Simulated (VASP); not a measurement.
# Ti (R-3m) in VASP: further runs

The runs below take Ti through single point, relaxation of cell and atoms, with r2SCAN.

All numbers are computed with VASP 6.6.1; they aren't measurements. Logs are shortened: lines on timing, memory, paths and dates and some standing lists are left out, and cuts for length are marked.

## (1) The cell of the first run

Symmetry: R-3m, No. 166, trigonal system. Conventional cell: a = 3.539 Å, b = 3.539 Å, c = 9.843 Å, α = 90.00°, β = 90.00°, γ = 120.00°. Ti (site symmetry 3m) has 6 Ti at 2.37 to 2.92 Å within 3.1 Å.

## (2) Single point, r2SCAN

POSCAR

```
Ti
1.0
    1.7692989924      1.0215052496      3.2809528548
   -1.7692989924      1.0215052496      3.2809528548
    0.0000000000     -2.0430104991      3.2809528548
Ti
2
Direct
    0.2275400000      0.2275400000      0.2275400000
    0.7724600000      0.7724600000      0.7724600000
```

INCAR.step1

```
SYSTEM = Ti
PREC     = Accurate       ! precision mode
ENCUT    = 520            ! plane-wave cutoff, eV
ISMEAR   = 0              ! smearing method
SIGMA    = 0.1            ! smearing width, eV
LREAL    = .False.        ! projectors in reciprocal space
LASPH    = .True.         ! aspherical terms in the spheres
NELM     = 100            ! most SCF steps
NBANDS   = 19             ! bands
GGA      = PE             ! functional
ALGO     = Normal         ! electronic algorithm
EDIFF    = 1E-4           ! SCF threshold, eV
LWAVE    = .True.         ! write WAVECAR
LCHARG   = .False.        ! write CHGCAR
```

INCAR.step2

```
SYSTEM = Ti
PREC     = Accurate       ! precision mode
ENCUT    = 520            ! plane-wave cutoff, eV
EDIFF    = 1E-6           ! SCF threshold, eV
ISMEAR   = 0              ! smearing method
SIGMA    = 0.1            ! smearing width, eV
LREAL    = .False.        ! projectors in reciprocal space
LASPH    = .True.         ! aspherical terms in the spheres
NELM     = 100            ! most SCF steps
ALGO     = Normal         ! electronic algorithm
ISIF     = 2              ! what is computed and relaxed
LWAVE    = .False.        ! write WAVECAR
LCHARG   = .False.        ! write CHGCAR
METAGGA  = R2SCAN         ! meta-GGA
LMIXTAU  = .True.       
NBANDS   = 19             ! bands
ISTART   = 1
```

KPOINTS

```
Automatic mesh
0
Gamma
  6 6 6
  0 0 0
```

Potentials or basis: VASP PAW PBE potentials, release 64 (Ti_sv).

Started as:

```console
$ cat potpaw_PBE.64/Ti_sv/POTCAR > POTCAR
$ cp INCAR.step1 INCAR
$ mpirun -np 1 vasp_std > vasp.out
$ cp INCAR.step2 INCAR
$ mpirun -np 1 vasp_std > vasp.out
```

OUTCAR:

```text
SYSTEM = Ti
   PREC = Accurate
   ENCUT = 520
   EDIFF = 1E-6
   ISMEAR = 0
   LREAL = .False.
   LASPH = .True.
   NELM = 100
   ISIF = 2
   METAGGA = R2SCAN
   ISTART = 1

 ion  position               nearest neighbor table
   1  0.228  0.228  0.228-   2 2.37   2 2.37   2 2.37   2 2.92   2 2.92   2 2.92
   2  0.772  0.772  0.772-   1 2.37   1 2.37   1 2.37   1 2.92   1 2.92   1 2.92

  LATTYP: Found a trigonal (rhomboedric) cell.
 ALAT       =     3.8650412074
 COS(alpha) =     0.5808936906

  Lattice vectors:

 A1 = (   1.7692989924,   1.0215052496,   3.2809528548)
 A2 = (  -1.7692989924,   1.0215052496,   3.2809528548)
 A3 = (   0.0000000000,  -2.0430104991,   3.2809528548)

Analysis of symmetry for initial positions (statically):
=====================================================================
 Subroutine PRICEL returns:
 Original cell was already a primitive cell.

 Routine SETGRP: Setting up the symmetry group for a
 trigonal (rhombohedral) supercell.

 Subroutine GETGRP returns: Found 12 space group operations
 (whereof 12 operations were pure point group operations)
 out of a pool of 12 trial point group operations.

The static configuration has the point symmetry D_3d.

Analysis of symmetry for dynamics (positions and initial velocities):
=====================================================================
 Subroutine PRICEL returns:
 Original cell was already a primitive cell.

 Routine SETGRP: Setting up the symmetry group for a
 trigonal (rhombohedral) supercell.

 Subroutine GETGRP returns: Found 12 space group operations
 (whereof 12 operations were pure point group operations)
 out of a pool of 12 trial point group operations.

The dynamic configuration has the point symmetry D_3d.

 Subroutine INISYM returns: Found 12 space group operations
 (whereof 12 operations are pure point group operations),
 and found     1 'primitive' translations

----------------------------------------------------------------------------------------

                                     Primitive cell

  volume of cell :      35.5789

  direct lattice vectors                    reciprocal lattice vectors
     1.769298992  1.021505250  3.280952855     0.282597798  0.163157915  0.101596502
    -1.769298992  1.021505250  3.280952855    -0.282597798  0.163157915  0.101596502
     0.000000000 -2.043010499  3.280952855     0.000000000 -0.326315830  0.101596502

  length of vectors
     3.865041207  3.865041207  3.865041207     0.341765812  0.341765812  0.341765812

  position of ions in fractional coordinates (direct lattice)
     0.227540000  0.227540000  0.227540000
     0.772460000  0.772460000  0.772460000

  ion indices of the primitive-cell ions
   primitive index   ion index
                 1           1
                 2           2

----------------------------------------------------------------------------------------

 KPOINTS: Automatic mesh

Automatic generation of k-mesh.
 Grid dimensions read from file:
 generate k-points for:    6    6    6

 Generating k-lattice:

  Cartesian coordinates                     Fractional coordinates (reciprocal lattice)
     0.047099633  0.027192986  0.016932750     0.166666667  0.000000000  0.000000000
    -0.047099633  0.027192986  0.016932750     0.000000000  0.166666667  0.000000000
     0.000000000 -0.054385972  0.016932750     0.000000000  0.000000000  0.166666667

  Length of vectors
     0.056960969  0.056960969  0.056960969

  Shift w.r.t. Gamma in fractional coordinates (k-lattice)
     0.000000000  0.000000000  0.000000000

 Subroutine IBZKPT returns following result:
 ===========================================

 Found     32 irreducible k-points:

 Following reciprocal coordinates:
            Coordinates               Weight
  0.000000  0.000000  0.000000      1.000000
  0.166667  0.000000  0.000000      6.000000
  0.333333  0.000000  0.000000      6.000000
  0.500000  0.000000  0.000000      3.000000
  0.166667  0.166667  0.000000      6.000000
  0.333333  0.166667  0.000000     12.000000
[... 16 lines left out ...]
  0.500000  0.500000  0.166667      6.000000
 -0.333333  0.500000  0.166667     12.000000
 [... further k-points ...]
   k-points           NKPTS =     32   k-points in BZ     NKDIM =     32   number of bands    NBANDS=     19
   number of dos      NEDOS =    301   number of ions     NIONS =      2
   total plane-waves  NPLWV =  27000
   dimension x,y,z NGX =    30 NGY =   30 NGZ =   30
   dimension x,y,z NGXF=    60 NGYF=   60 NGZF=   60
   ions per type =               2
   NGX,Y,Z   is equivalent  to a cutoff of  12.90, 12.90, 12.90 a.u.
   NGXF,Y,Z  is equivalent  to a cutoff of  25.81, 25.81, 25.81 a.u.
 SYSTEM =  Ti
   PREC   = accura    normal or accurate (medium, high low for compatibility)
   ISTART =      1    job   : 0-new  1-cont  2-samecut
   ICHARG =      0    charge: 1-file 2-atom 10-const
   ISPIN  =      1    spin polarized calculation?
   LNONCOLLINEAR =      F non collinear calculations
   LSORBIT =      F    spin-orbit coupling
   LASPH  =      T    aspherical Exc in radial PAW
   ENCUT  =  520.0 eV  38.22 Ry    6.18 a.u.   7.19  7.19  7.19*2*pi/ulx,y,z
   NELM   =    100;   NELMIN=  2; NELMDL=  0     # of ELM steps
   EDIFF  = 0.1E-05   stopping-criterion for ELM
   LREAL  =      F    real-space projection
   EDIFFG = 0.1E-04   stopping-criterion for IOM
   NSW    =      0    number of steps for IOM
   IBRION =     -1    ionic relax: 0-MD 1-quasi-New 2-CG
   NFREE  =      0    steps in history (QN), initial steepest desc. (CG)
   ISIF   =      2    stress and relaxation
   ISYM   =      2    0-nonsym 1-usesym 2-fastsym
   POTIM  = 0.5000    time-step for ionic-motion
   TEBEG  =    0.0;   TEEND  =   0.0 temperature during run
   PSTRESS=    0.0 pullay stress
   NELECT =      24.0000    total number of electrons
   NUPDOWN=      -1.0000    fix difference up-down
   EMIN   =  10.00;   EMAX   =-10.00  energy-range for DOS
   EFERMI =   0.00;   METHOD = LEGACY
   ISMEAR =     0;   SIGMA  =   0.10  broadening in eV -4-tet -1-fermi 0-gaus
   EFERMI_NEDOS =   21; number of points for ismear=-14 and -15
   IALGO  =     38    algorithm
   IMIX   =      4    mixing-type and parameters
     AMIX     =   0.40;   BMIX     =  1.00
     AMIX_MAG =   1.60;   BMIX_MAG =  1.00
  volume/ion in A,a.u.               =      17.79       120.05
  Fermi-wavevector in a.u.,A,eV,Ry     =   1.435757  2.713187 28.047018  2.061398
  Thomas-Fermi vector in A             =   2.555020
   LORBIT       =      0    0 simple, 1 ext, 2 COOP (PROOUT), +10 PAW based schemes
   METAGGA = R2SCAN    functional components
   LHFCALC =     F    Hartree Fock is set to
   AEXX    =    0.0000 exact exchange contribution
   IVDW    =     0    specifies the selected vdW correction
   LEPSILON=     F    determine dielectric tensor
   LRPA    =     F    only Hartree local field effects (RPA)
 non-spin polarized calculation
 Gauss-broadening in eV      SIGMA  =   0.10
  energy-cutoff  :      520.00
  volume of cell :       35.58
 maximum number of plane-waves:       996
 NGX is ok and might be reduce to    30
   NGX = 15   NGY = 15   NGZ = 15

 number of electron      23.9999999 magnetization

 Free energy of the ion-electron system (eV)
  ---------------------------------------------------
  ext. energy  EPLUGINS =         0.00000000
  ---------------------------------------------------
  free energy    TOTEN  =       -23.31718128 eV

  energy without entropy =      -23.29543463  energy(sigma->0) =      -23.30630795

 E-fermi :   7.9397     XC(G=0): -12.0930

 val. band max:        7.9087277810   @ k =  -0.1667   0.5000   0.1667
 cond. band min:       7.9570022651   @ k =   0.5000   0.5000   0.5000
 fundamental gap:      0.0482744841
 Fermi energy:         7.9396730588

 k-point     1 :       0.0000    0.0000    0.0000
  band No.  band energies     occupation
      1     -51.0229      2.00000
      2     -50.3907      2.00000
      3     -26.4743      2.00000
      4     -26.4743      2.00000
      5     -26.3260      2.00000
      6     -25.6453      2.00000
[... 11 lines left out ...]
     18      13.2188      0.00000
     19      13.2188      0.00000

 k-point     2 :       0.1667    0.0000    0.0000
  band No.  band energies     occupation
      1     -50.9831      2.00000
      2     -50.4289      2.00000
      3     -26.4961      2.00000
      4     -26.4874      2.00000
      5     -26.3297      2.00000
      6     -25.6474      2.00000
[... 11 lines left out ...]
     18      12.8850      0.00000
     19      12.8963      0.00000

 k-point     3 :       0.3333    0.0000    0.0000
  band No.  band energies     occupation
      1     -50.8790      2.00000
      2     -50.5298      2.00000
      3     -26.5400      2.00000
      4     -26.5131      2.00000
      5     -26.3341      2.00000
      6     -25.6887      2.00000
[... 11 lines left out ...]
     18      12.1298      0.00000
     19      12.2912      0.00000

 k-point     4 :       0.5000    0.0000    0.0000
  band No.  band energies     occupation
      1     -50.7892      2.00000
      2     -50.6180      2.00000
      3     -26.5609      2.00000
      4     -26.5256      2.00000
      5     -26.3369      2.00000
      6     -25.7167      2.00000
[... 11 lines left out ...]
     18      11.6436      0.00000
     19      11.6867      0.00000

 k-point     5 :       0.1667    0.1667    0.0000
  band No.  band energies     occupation
      1     -50.9795      2.00000
      2     -50.4321      2.00000
      3     -26.5192      2.00000
      4     -26.4895      2.00000
      5     -26.3236      2.00000
      6     -25.6651      2.00000
[... 11 lines left out ...]
     18      12.4209      0.00000
     19      13.2130      0.00000
[... 334 lines left out ...]
      2     -50.6168      2.00000
      3     -26.6832      2.00000
      4     -26.6355      2.00000
      5     -26.3950      2.00000
      6     -25.6363      2.00000
[... 11 lines left out ...]
     18      11.6328      0.00000
     19      12.3638      0.00000

 k-point    22 :      -0.1667    0.3333    0.1667
  band No.  band energies     occupation
      1     -50.8081      2.00000
      2     -50.5975      2.00000
      3     -26.6668      2.00000
      4     -26.5641      2.00000
      5     -26.4625      2.00000
      6     -25.5625      2.00000
[... 11 lines left out ...]
     18      11.4298      0.00000
     19      12.3091      0.00000

 k-point    23 :       0.5000    0.5000    0.1667
  band No.  band energies     occupation
      1     -50.8603      2.00000
      2     -50.5452      2.00000
      3     -26.7082      2.00000
      4     -26.5921      2.00000
      5     -26.4508      2.00000
      6     -25.5710      2.00000
[... 11 lines left out ...]
     18      11.4395      0.00000
     19      12.1039      0.00000

 k-point    24 :      -0.3333    0.5000    0.1667
  band No.  band energies     occupation
      1     -50.7929      2.00000
      2     -50.6110      2.00000
      3     -26.7409      2.00000
      4     -26.6528      2.00000
      5     -26.4452      2.00000
      6     -25.5788      2.00000
[... 11 lines left out ...]
     18      11.7163      0.00000
     19      11.9443      0.00000

 [... further k-points ...]
[... 5 lines left out ...]
  --------------------------------------------------------------------------------------
  -------------------------------------------------------------------------------------
  Total        0.5340714      0.5340714     -0.4380883      0.0000000     -0.0000000      0.0000000
  in kB       24.0500982     24.0500982    -19.7278209      0.0000000     -0.0000000      0.0000000
  external PRESSURE =       9.4574585 kB  Pullay stress =       0.0000000 kB

 VOLUME and BASIS-vectors are now :
 -----------------------------------------------------------------------------
  energy-cutoff  :      520.00
  volume of cell :       35.58
      direct lattice vectors                 reciprocal lattice vectors
     1.769298992  1.021505250  3.280952855     0.282597798  0.163157915  0.101596502
    -1.769298992  1.021505250  3.280952855    -0.282597798  0.163157915  0.101596502
     0.000000000 -2.043010499  3.280952855     0.000000000 -0.326315830  0.101596502

 POSITION                                       TOTAL-FORCE (eV/Angst)
 -----------------------------------------------------------------------------------
      0.00000      0.00000      2.23964         0.000000      0.000000      3.454334
      0.00000      0.00000      7.60321         0.000000     -0.000000     -3.454334
 -----------------------------------------------------------------------------------
    total drift:                               -0.000000      0.000000     -0.000000

  FREE ENERGIE OF THE ION-ELECTRON SYSTEM (eV)
  ---------------------------------------------------
  free  energy   TOTEN  =       -23.3171812761 eV

  energy  without entropy=      -23.2954346316  energy(sigma->0) =      -23.30630795
```

Run time: 66 s. Hardware: 1 thread of Intel Xeon Platinum 8559C (Emerald Rapids), shared host; peak memory 0.17 GiB.

What came out:

```yaml
Free_energy: -23.3172 eV
Pressure: 0.9 GPa
Largest_force: 3.454 eV/Å
Band_gap_on_the_k_mesh: zero (band 12 reaches 8.24 eV, above the bottom of band 13 at 6.83 eV)
```

Forces in eV/Å, atoms in the order of the input:
```
Ti   0.000  0.000  3.454
Ti   0.000  0.000 -3.454
```

Stress tensor (GPa, compression positive):
```
 2.41  0.00  0.00
 0.00  2.41  0.00
 0.00  0.00 -1.97
```

Caveat: the PAW data sets were made with another functional, which shifts forces and pressure a little.

(Part 1 of 2 ends here.)
